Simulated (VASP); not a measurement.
# MoSe (F-43m) in VASP: a series of runs, part 2 of 2

VASP 6.6.1. The steps go on from the part before.

## (3) Single point, PBE, collinear spin

Input file INCAR:

```
SYSTEM = MoSe
PREC = Accurate ; ENCUT = 520
EDIFF = 1E-7 ; ISMEAR = 0
SIGMA = 0.1 ; LREAL = .False.
LASPH = .True. ; NELM = 150
ALGO = Normal ; ISIF = 2
LWAVE = .False. ; LCHARG = .False.
ISPIN = 2 ; MAGMOM = 0.5 0
LORBIT = 11 ; LMAXMIX = 4
GGA = PE ; NBANDS = 21
```

Input file KPOINTS:

```
Automatic mesh
0
Gamma
  12 12 12
  0 0 0
```

Input file POSCAR:

```
MoSe
1.0
    0.0000000000      2.8392909707      2.8392909707
    2.8392909707      0.0000000000      2.8392909707
    2.8392909707      2.8392909707      0.0000000000
Mo Se
1 1
Direct
    0.0000000000      0.0000000000      0.0000000000
    0.2500000000      0.2500000000      0.2500000000
```

Potentials or basis: VASP PAW PBE potentials, release 64 (Mo_sv, Se).

Command:

```sh
$ cat potpaw_PBE.64/Mo_sv/POTCAR potpaw_PBE.64/Se/POTCAR > POTCAR
$ mpirun -np 1 vasp_std > vasp.out
```

Run time: 73 s. Hardware: 1 thread of Intel Xeon 6975P-C (Granite Rapids), shared host; peak memory 0.25 GiB.

The run converged. Its results:

* Free energy: -13.4780 eV
* Pressure: -1.4 GPa
* Net moment: 0.22 μB per cell
* Site moments: Mo +0.20; Se -0.01 μB
* Valence electrons inside the program's atomic spheres: Mo 12.45; Se 3.96

Levels at points of the mesh, in eV from the Fermi level:
Spin up:
```csv
k point,band 6,band 7,band 8,band 9,band 10,band 11,band 12,band 13,band 14,band 15
"(0.00, 0.00, 0.00)",-4.84,-4.84,-4.84,-0.61,-0.61,1.24,4.18,4.18,4.18,7.56
"(0.50, 0.00, 0.00)",-5.51,-4.47,-4.47,-0.28,-0.28,-0.06,2.22,2.22,3.81,8.11
"(0.50, 0.50, 0.00)",-5.98,-3.79,-3.79,-1.44,0.02,0.15,0.70,0.70,5.85,7.27
```
Spin down:
```
           k point  band 7  band 8  band 9  band 10  band 11  band 12  band 13  band 14
(0.00, 0.00, 0.00)   -4.80   -4.80   -0.42    -0.42     1.27     4.23     4.23     4.23
(0.50, 0.00, 0.00)   -4.43   -4.43   -0.10    -0.10     0.03     2.29     2.29     3.85
(0.50, 0.50, 0.00)   -3.77   -3.77   -1.37     0.18     0.36     0.79     0.79     5.91
```

## (4) Single point, PBE, collinear spin

Input file INCAR:

```
SYSTEM = MoSe
PREC     = Accurate       ! precision mode
ENCUT    = 520            ! plane-wave cutoff, eV
EDIFF    = 1E-7           ! SCF threshold, eV
ISMEAR   = 0              ! smearing method
SIGMA    = 0.1            ! smearing width, eV
LREAL    = .False.        ! projectors in reciprocal space
LASPH    = .True.         ! aspherical terms in the spheres
NELM     = 150            ! most SCF steps
ALGO     = Normal         ! electronic algorithm
ISIF     = 2              ! what is computed and relaxed
LWAVE    = .False.        ! write WAVECAR
LCHARG   = .False.        ! write CHGCAR
ISPIN    = 2              ! spin polarisation
MAGMOM   = 1.4 0          ! initial moments
LORBIT   = 11             ! projections on sites
NUPDOWN  = 1.88           ! fixed moment
LMAXMIX  = 4              ! l up to which the mixer works
GGA      = PE             ! functional
NBANDS   = 21             ! bands
```

KPOINTS is that of step 3.

Input file POSCAR:

```
MoSe
1.0
    0.0000000000      2.8392909712      2.8392909712
    2.8392909712      0.0000000000      2.8392909712
    2.8392909712      2.8392909712      0.0000000000
Mo Se
1 1
Direct
    0.0000000000      0.0000000000      0.0000000000
    0.2500000000      0.2500000000      0.2500000000
```

Command:

```sh
$ cat potpaw_PBE.64/Mo_sv/POTCAR potpaw_PBE.64/Se/POTCAR > POTCAR
$ mpirun -np 1 vasp_std > vasp.out
```

Run time: 67 s. Hardware: 1 thread of Intel Xeon 6975P-C (Granite Rapids), shared host; peak memory 0.26 GiB.

Results (log left out):

```yaml
Free_energy: -13.3631 eV
Pressure: 2.8 GPa
Net_moment: 1.88 μB per cell
Site_moments: Mo +1.61; Se -0.01 μB
Valence_electrons_inside_the_program's_atomic_spheres: Mo 12.42; Se 3.98
```

Caveat: the total moment is fixed, so each spin has its own Fermi level.

## (5) Single point, PBE, collinear spin

Input file INCAR:

```
SYSTEM = MoSe
ALGO = Normal ; EDIFF = 1E-7
ENCUT = 520 ; GGA = PE
ISIF = 2 ; ISMEAR = 0
ISPIN = 2 ; LASPH = .TRUE.
LCHARG = .FALSE. ; LMAXMIX = 4
LORBIT = 11 ; LREAL = .FALSE.
LWAVE = .FALSE. ; MAGMOM = 1.68 0
NBANDS = 21 ; NELM = 150
NUPDOWN = 2.25 ; PREC = Accurate
SIGMA = 0.1
```

Input file KPOINTS:

```
k-points
0
G
  12 12 12
  0 0 0
```

POSCAR is that of step 4.

Command:

```sh
$ cat potpaw_PBE.64/Mo_sv/POTCAR potpaw_PBE.64/Se/POTCAR > POTCAR
$ mpirun -np 1 vasp_std > vasp.out
```

Wall time 67 s (1 thread of Intel Xeon 6975P-C (Granite Rapids), shared host); peak memory 0.26 GiB.

The run converged. Its results:

```
Free energy                                           : -13.2305 eV
Pressure                                              : 5.1 GPa
Net moment                                            : 2.25 μB per cell
Site moments                                          : Mo +1.92; Se -0.01 μB
Valence electrons inside the program's atomic spheres : Mo 12.42; Se 3.98
```

Caveat: the cell stands under pressure; the total moment is fixed, so each spin has its own Fermi level.

## (6) Single point, PBE, collinear spin

Input file INCAR:

```
PREC = Accurate
ENCUT = 520
EDIFF = 1E-6
ISMEAR = 0
SIGMA = 0.1
LREAL = False
LASPH = True
NELM = 150
ALGO = Normal
ISIF = 2
LWAVE = False
LCHARG = True
ISPIN = 2
MAGMOM = 1.94 0.01
LORBIT = 11
NUPDOWN = 2.62
LMAXMIX = 4
GGA = PE
LELF = True
LVHAR = True
NBANDS = 21
```

Input file KPOINTS:

```
regular mesh
0
Gamma
  12 12 12
```

POSCAR is that of step 5.

Potentials or basis: VASP PAW PBE potentials, release 64 (Mo_sv, Se).

Command:

```sh
$ cat potpaw_PBE.64/Mo_sv/POTCAR potpaw_PBE.64/Se/POTCAR > POTCAR
$ mpirun -np 1 vasp_std > vasp.out
```

OUTCAR:

```text
PREC = Accurate
   ENCUT = 520
   EDIFF = 1E-6
   ISMEAR = 0
   LREAL = False
   LASPH = True
   NELM = 150
   ISIF = 2
   ISPIN = 2
   LORBIT = 11
   NUPDOWN = 2.62
   GGA = PE

 ion  position               nearest neighbor table
   1  0.000  0.000  0.000-   2 2.46   2 2.46   2 2.46   2 2.46
   2  0.250  0.250  0.250-   1 2.46   1 2.46   1 2.46   1 2.46

  LATTYP: Found a face centered cubic cell.
 ALAT       =     5.6785819424

  Lattice vectors:

[... 1368 lines left out ...]
  external PRESSURE =      77.4045938 kB  Pullay stress =       0.0000000 kB

 VOLUME and BASIS-vectors are now :
 -----------------------------------------------------------------------------
  energy-cutoff  :      520.00
  volume of cell :       45.78
      direct lattice vectors                 reciprocal lattice vectors
     0.000000000  2.839290971  2.839290971    -0.176100303  0.176100303  0.176100303
     2.839290971  0.000000000  2.839290971     0.176100303 -0.176100303  0.176100303
     2.839290971  2.839290971  0.000000000     0.176100303  0.176100303 -0.176100303

 POSITION                                       TOTAL-FORCE (eV/Angst)
 -----------------------------------------------------------------------------------
      0.00000      0.00000      0.00000        -0.000000     -0.000000     -0.000000
      1.41965      1.41965      1.41965         0.000000      0.000000      0.000000
 -----------------------------------------------------------------------------------
    total drift:                                0.000000      0.000000      0.000000

  FREE ENERGIE OF THE ION-ELECTRON SYSTEM (eV)
  ---------------------------------------------------
  free  energy   TOTEN  =       -13.0700311743 eV

  energy  without entropy=      -13.0602893197  energy(sigma->0) =      -13.06516025

 total charge

# of ion       s       p       d       tot
------------------------------------------
    1        2.267   6.115   4.032  12.413
    2        1.435   2.441   0.114   3.991
--------------------------------------------------
tot          3.702   8.557   4.146  16.404

 magnetization (x)

# of ion       s       p       d       tot
------------------------------------------
    1        0.054   0.033   2.124   2.210
    2       -0.002  -0.046   0.052   0.003
--------------------------------------------------
tot          0.052  -0.014   2.176   2.214
```

stdout:

```text
POSCAR found type information on POSCAR MoSe
 POSCAR found :  2 types and       2 ions
 scaLAPACK will be used
 LDA part: xc-table for (Slater+PW92), standard interpolation
 POSCAR, INCAR and KPOINTS ok, starting setup
 FFT: planning ... GRIDC
 FFT: planning ... GRID_SOFT
 FFT: planning ... GRID
 WAVECAR not read
 entering main loop
```

Run time: 63 s. Hardware: 1 thread of Intel Xeon 6975P-C (Granite Rapids), shared host; peak memory 0.26 GiB.

What came out:

```
Free energy                                           : -13.0700 eV
Pressure                                              : 7.7 GPa
Net moment                                            : 2.62 μB per cell
Site moments                                          : Mo +2.21; Se +0.00 μB
Valence electrons inside the program's atomic spheres : Mo 12.41; Se 3.99
```

Caveat: the cell stands under pressure; the total moment is fixed, so each spin has its own Fermi level.

## (7) The runs side by side

| fixed moment (μB) | pressure (GPa) | moment (μB) |
| --- | --- | --- |
| - | -1.4 | 0.22 |
| 1.88 | 2.8 | 1.88 |
| 2.25 | 5.1 | 2.25 |
| 2.62 | 7.7 | 2.62 |

Alike in all rows: task single point; level PBE; potentials or basis VASP PAW PBE potentials, release 64 (Mo_sv, Se); spin collinear; cell as given; k mesh 12 × 12 × 12; cutoff (eV) 520; smearing gaussian 0.1 eV.

Caveats: the total moment is fixed, so each spin has its own Fermi level (at least some runs); the cell stands under pressure (at least some runs).

Absolute energies hang on the potentials; compare differences alone.
